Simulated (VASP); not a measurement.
# Sb (Fd-3m) in VASP: single point with PBE

Aim: the single point of Sb with PBE.

Program: VASP 6.6.1. These are calculated values, not measurements. Logs are shortened: lines on timing, memory, paths and dates and some standing lists are left out, and cuts for length are marked.

### 1 The cell of the first run

The structure is cubic, space group Fd-3m (No. 227). Conventional cell: a = 6.988 Å, b = 6.988 Å, c = 6.988 Å, α = 90.00°, β = 90.00°, γ = 90.00°. Sb (site symmetry -43m) has 4 Sb at 3.03 Å within 4.0 Å.

### 2 Single point, PBE

INCAR

```
SYSTEM = Sb
PREC     = Accurate       ! precision mode
ENCUT    = 500            ! plane-wave cutoff, eV
EDIFF    = 1E-6           ! SCF threshold, eV
ISMEAR   = -1             ! smearing method
SIGMA    = 0.08           ! smearing width, eV
LREAL    = .FALSE.        ! projectors in reciprocal space
LASPH    = .TRUE.         ! aspherical terms in the spheres
NELM     = 120            ! most SCF steps
ALGO     = Normal         ! electronic algorithm
ISIF     = 2              ! what is computed and relaxed
LWAVE    = .FALSE.        ! write WAVECAR
LCHARG   = .FALSE.        ! write CHGCAR
GGA      = PE             ! functional
NBANDS   = 12             ! bands
GGA_COMPAT= .FALSE.
```

KPOINTS

```
Automatic mesh
0
G
  12 12 12
  0 0 0
```

POSCAR

```
Sb
1.0
    0.0000000000      3.4940310074      3.4940310074
    3.4940310074      0.0000000000      3.4940310074
    3.4940310074      3.4940310074      0.0000000000
Sb
2
Direct
   -0.1250000000     -0.1250000000     -0.1250000000
    0.1250000000      0.1250000000      0.1250000000
```

Potentials or basis: VASP PAW PBE potentials, release 64 (Sb).

Launch:

```console
> cat potpaw_PBE.64/Sb/POTCAR > POTCAR
> mpirun -np 1 vasp_std > vasp.out
```

OUTCAR:

```text
SYSTEM = Sb
   PREC = Accurate
   ENCUT = 500
   EDIFF = 1E-6
   ISMEAR = -1
   LREAL = .FALSE.
   LASPH = .TRUE.
   NELM = 120
   ISIF = 2
   GGA = PE

 ion  position               nearest neighbor table
   1  0.875  0.875  0.875-   2 3.03   2 3.03   2 3.03   2 3.03
   2  0.125  0.125  0.125-   1 3.03   1 3.03   1 3.03   1 3.03

  LATTYP: Found a face centered cubic cell.
 ALAT       =     6.9880620148

  Lattice vectors:

 A1 = (   0.0000000000,   3.4940310074,   3.4940310074)
 A2 = (   3.4940310074,   0.0000000000,   3.4940310074)
 A3 = (   3.4940310074,   3.4940310074,   0.0000000000)

Analysis of symmetry for initial positions (statically):
=====================================================================
 Subroutine PRICEL returns:
 Original cell was already a primitive cell.

 Routine SETGRP: Setting up the symmetry group for a
 face centered cubic supercell.

 Subroutine GETGRP returns: Found 48 space group operations
 (whereof 12 operations were pure point group operations)
 out of a pool of 48 trial point group operations.

The static configuration has the point symmetry D_3d.
 The point group associated with its full space group is O_h .

Analysis of symmetry for dynamics (positions and initial velocities):
=====================================================================
 Subroutine PRICEL returns:
 Original cell was already a primitive cell.

 Routine SETGRP: Setting up the symmetry group for a
 face centered cubic supercell.

 Subroutine GETGRP returns: Found 48 space group operations
 (whereof 12 operations were pure point group operations)
 out of a pool of 48 trial point group operations.

The dynamic configuration has the point symmetry D_3d.
 The point group associated with its full space group is O_h .

 Subroutine INISYM returns: Found 48 space group operations
 (whereof 12 operations are pure point group operations),
 and found     1 'primitive' translations

----------------------------------------------------------------------------------------

                                     Primitive cell

  volume of cell :      85.3120

  direct lattice vectors                    reciprocal lattice vectors
     0.000000000  3.494031007  3.494031007    -0.143101191  0.143101191  0.143101191
     3.494031007  0.000000000  3.494031007     0.143101191 -0.143101191  0.143101191
     3.494031007  3.494031007  0.000000000     0.143101191  0.143101191 -0.143101191

  length of vectors
     4.941306038  4.941306038  4.941306038     0.247858534  0.247858534  0.247858534

  position of ions in fractional coordinates (direct lattice)
     0.875000000  0.875000000  0.875000000
     0.125000000  0.125000000  0.125000000

  ion indices of the primitive-cell ions
   primitive index   ion index
                 1           1
                 2           2

----------------------------------------------------------------------------------------

 KPOINTS: Automatic mesh

Automatic generation of k-mesh.
 Grid dimensions read from file:
 generate k-points for:   12   12   12

 Generating k-lattice:

  Cartesian coordinates                     Fractional coordinates (reciprocal lattice)
    -0.011925099  0.011925099  0.011925099     0.083333333  0.000000000  0.000000000
     0.011925099 -0.011925099  0.011925099     0.000000000  0.083333333  0.000000000
     0.011925099  0.011925099 -0.011925099     0.000000000  0.000000000  0.083333333

  Length of vectors
     0.020654878  0.020654878  0.020654878

  Shift w.r.t. Gamma in fractional coordinates (k-lattice)
     0.000000000  0.000000000  0.000000000

 Subroutine IBZKPT returns following result:
 ===========================================

 Found     72 irreducible k-points:

 Following reciprocal coordinates:
            Coordinates               Weight
  0.000000  0.000000  0.000000      1.000000
  0.083333  0.000000  0.000000      8.000000
  0.166667  0.000000  0.000000      8.000000
  0.250000  0.000000  0.000000      8.000000
  0.333333  0.000000  0.000000      8.000000
  0.416667  0.000000  0.000000      8.000000
[... 16 lines left out ...]
  0.500000  0.166667  0.000000     24.000000
 -0.416667  0.166667  0.000000     24.000000
 [... further k-points ...]
   k-points           NKPTS =     72   k-points in BZ     NKDIM =     72   number of bands    NBANDS=     12
   number of dos      NEDOS =    301   number of ions     NIONS =      2
   total plane-waves  NPLWV =  46656
   dimension x,y,z NGX =    36 NGY =   36 NGZ =   36
   dimension x,y,z NGXF=    72 NGYF=   72 NGZF=   72
   ions per type =               2
   NGX,Y,Z   is equivalent  to a cutoff of  12.11, 12.11, 12.11 a.u.
   NGXF,Y,Z  is equivalent  to a cutoff of  24.22, 24.22, 24.22 a.u.
 SYSTEM =  Sb
   PREC   = accura    normal or accurate (medium, high low for compatibility)
   ISTART =      0    job   : 0-new  1-cont  2-samecut
   ICHARG =      2    charge: 1-file 2-atom 10-const
   ISPIN  =      1    spin polarized calculation?
   LNONCOLLINEAR =      F non collinear calculations
   LSORBIT =      F    spin-orbit coupling
   LASPH  =      T    aspherical Exc in radial PAW
   ENCUT  =  500.0 eV  36.75 Ry    6.06 a.u.   9.01  9.01  9.01*2*pi/ulx,y,z
   NELM   =    120;   NELMIN=  2; NELMDL= -5     # of ELM steps
   EDIFF  = 0.1E-05   stopping-criterion for ELM
   LREAL  =      F    real-space projection
   EDIFFG = 0.1E-04   stopping-criterion for IOM
   NSW    =      0    number of steps for IOM
   IBRION =     -1    ionic relax: 0-MD 1-quasi-New 2-CG
   NFREE  =      0    steps in history (QN), initial steepest desc. (CG)
   ISIF   =      2    stress and relaxation
   ISYM   =      2    0-nonsym 1-usesym 2-fastsym
   POTIM  = 0.5000    time-step for ionic-motion
   TEBEG  =    0.0;   TEEND  =   0.0 temperature during run
   PSTRESS=    0.0 pullay stress
   NELECT =      10.0000    total number of electrons
   NUPDOWN=      -1.0000    fix difference up-down
   EMIN   =  10.00;   EMAX   =-10.00  energy-range for DOS
   EFERMI =   0.00;   METHOD = LEGACY
   ISMEAR =    -1;   SIGMA  =   0.08  broadening in eV -4-tet -1-fermi 0-gaus
   EFERMI_NEDOS =   21; number of points for ismear=-14 and -15
   IALGO  =     38    algorithm
   IMIX   =      4    mixing-type and parameters
     AMIX     =   0.40;   BMIX     =  1.00
     AMIX_MAG =   1.60;   BMIX_MAG =  1.00
  volume/ion in A,a.u.               =      42.66       287.86
  Fermi-wavevector in a.u.,A,eV,Ry     =   0.801195  1.514038  8.733756  0.641913
  Thomas-Fermi vector in A             =   1.908635
   LORBIT       =      0    0 simple, 1 ext, 2 COOP (PROOUT), +10 PAW based schemes
   GGA     = PE    functional components
   LHFCALC =     F    Hartree Fock is set to
   AEXX    =    0.0000 exact exchange contribution
   IVDW    =     0    specifies the selected vdW correction
   LEPSILON=     F    determine dielectric tensor
   LRPA    =     F    only Hartree local field effects (RPA)
 non-spin polarized calculation
  energy-cutoff  :      500.00
  volume of cell :       85.31
 maximum number of plane-waves:      2200
   NGX = 17   NGY = 17   NGZ = 17

 number of electron      10.0000000 magnetization

 Free energy of the ion-electron system (eV)
  ---------------------------------------------------
  ext. energy  EPLUGINS =         0.00000000
  ---------------------------------------------------
  free energy    TOTEN  =        -7.67774231 eV

  energy without entropy =       -7.65573878  energy(sigma->0) =       -7.66674055

 E-fermi :   3.8502     XC(G=0):  -7.8632

 val. band max:        3.7709777913   @ k =  -0.3333   0.3333   0.1667
 cond. band min:       3.9308333345   @ k =   0.1667   0.1667   0.0000
 fundamental gap:      0.1598555431
 Fermi energy:         3.8501866125

 k-point     1 :       0.0000    0.0000    0.0000
  band No.  band energies     occupation
      1      -7.5594      2.00000
      2      -1.5110      2.00000
      3       2.1167      2.00000
      4       2.1167      2.00000
      5       2.1167      2.00000
      6       4.3995      0.00208
      7       4.3995      0.00208
      8       4.3995      0.00208
      9       7.8283      0.00000
     10      10.2168      0.00000
     11      10.2168      0.00000
     12      11.4115      0.00000

 k-point     2 :       0.0833    0.0000    0.0000
  band No.  band energies     occupation
      1      -7.5121      2.00000
      2      -1.7141      2.00000
      3       2.0408      2.00000
      4       2.0408      2.00000
      5       2.1305      2.00000
      6       4.5096      0.00053
      7       4.5096      0.00053
      8       4.5190      0.00047
      9       8.0690      0.00000
     10       9.9728      0.00000
     11       9.9728      0.00000
     12      11.2092      0.00000

 k-point     3 :       0.1667    0.0000    0.0000
  band No.  band energies     occupation
      1      -7.3733      2.00000
      2      -2.2216      2.00000
      3       1.8626      2.00000
      4       1.8626      2.00000
      5       2.0893      2.00000
      6       4.7735      0.00002
      7       4.7735      0.00002
      8       4.9359      0.00000
      9       8.6452      0.00000
     10       9.6748      0.00000
     11       9.6748      0.00000
     12      10.9124      0.00000
[... 286 lines left out ...]
 k-point    23 :       0.5000    0.1667    0.0000
  band No.  band energies     occupation
      1      -6.3842      2.00000
      2      -4.2887      2.00000
      3       0.4513      2.00000
      4       1.0929      2.00000
      5       2.8998      1.99999
      6       5.1671      0.00000
      7       6.0392      0.00000
      8       7.0167      0.00000
      9       9.5404      0.00000
     10      10.0880      0.00000
     11      10.8991      0.00000
     12      11.1225      0.00000

 k-point    24 :      -0.4167    0.1667    0.0000
  band No.  band energies     occupation
      1      -6.3473      2.00000
      2      -4.3439      2.00000
      3       0.3657      2.00000
      4       1.1781      2.00000
      5       2.8468      1.99999
      6       5.3959      0.00000
      7       5.8893      0.00000
      8       7.1979      0.00000
      9       9.2187      0.00000
     10      10.1423      0.00000
     11      10.4304      0.00000
     12      11.4611      0.00000

 [... further k-points ...]

------------------------ aborting loop because EDIFF is reached ----------------------------------------

  FORCE on cell =-STRESS in cart. coord.  units (eV):
  Direction    XX          YY          ZZ          XY          YZ          ZX
  --------------------------------------------------------------------------------------
  -------------------------------------------------------------------------------------
  Total       -0.0078290     -0.0078290     -0.0078290      0.0000000      0.0000000     -0.0000000
  in kB       -0.1470310     -0.1470310     -0.1470310      0.0000000      0.0000000     -0.0000000
  external PRESSURE =      -0.1470310 kB  Pullay stress =       0.0000000 kB

 VOLUME and BASIS-vectors are now :
 -----------------------------------------------------------------------------
  energy-cutoff  :      500.00
  volume of cell :       85.31
      direct lattice vectors                 reciprocal lattice vectors
     0.000000000  3.494031007  3.494031007    -0.143101191  0.143101191  0.143101191
     3.494031007  0.000000000  3.494031007     0.143101191 -0.143101191  0.143101191
     3.494031007  3.494031007  0.000000000     0.143101191  0.143101191 -0.143101191

 POSITION                                       TOTAL-FORCE (eV/Angst)
 -----------------------------------------------------------------------------------
      6.11455      6.11455      6.11455        -0.000000     -0.000000     -0.000000
      0.87351      0.87351      0.87351         0.000000      0.000000      0.000000
 -----------------------------------------------------------------------------------
    total drift:                               -0.000000      0.000000      0.000000

  FREE ENERGIE OF THE ION-ELECTRON SYSTEM (eV)
  ---------------------------------------------------
  free  energy   TOTEN  =        -7.6777423116 eV

  energy  without entropy=       -7.6557387845  energy(sigma->0) =       -7.66674055
```

Run time: 20 s. Hardware: 1 thread of Intel Xeon 6975P-C (Granite Rapids), shared host; peak memory 0.23 GiB.

What came out:

- Free energy: -7.6777 eV
- Pressure: 0.0 GPa
- Band gap on the k mesh: zero (band 5 reaches 4.64 eV, above the bottom of band 6 at 3.42 eV)

Levels at points of the mesh, in eV from the Fermi level:
```csv
k point,band 1,band 2,band 3,band 4,band 5,band 6,band 7,band 8,band 9,band 10
"(0.00, 0.00, 0.00)",-11.41,-5.36,-1.73,-1.73,-1.73,0.55,0.55,0.55,3.98,6.37
"(0.50, 0.00, 0.00)",-10.36,-8.01,-2.50,-2.50,-2.20,1.59,1.59,3.98,5.63,6.31
"(0.50, 0.50, 0.00)",-9.26,-9.26,-3.33,-3.33,-0.43,-0.43,4.16,4.16,6.15,6.15
```

Caveat: spin-orbit coupling is left out, which moves the levels of the heavy elements.
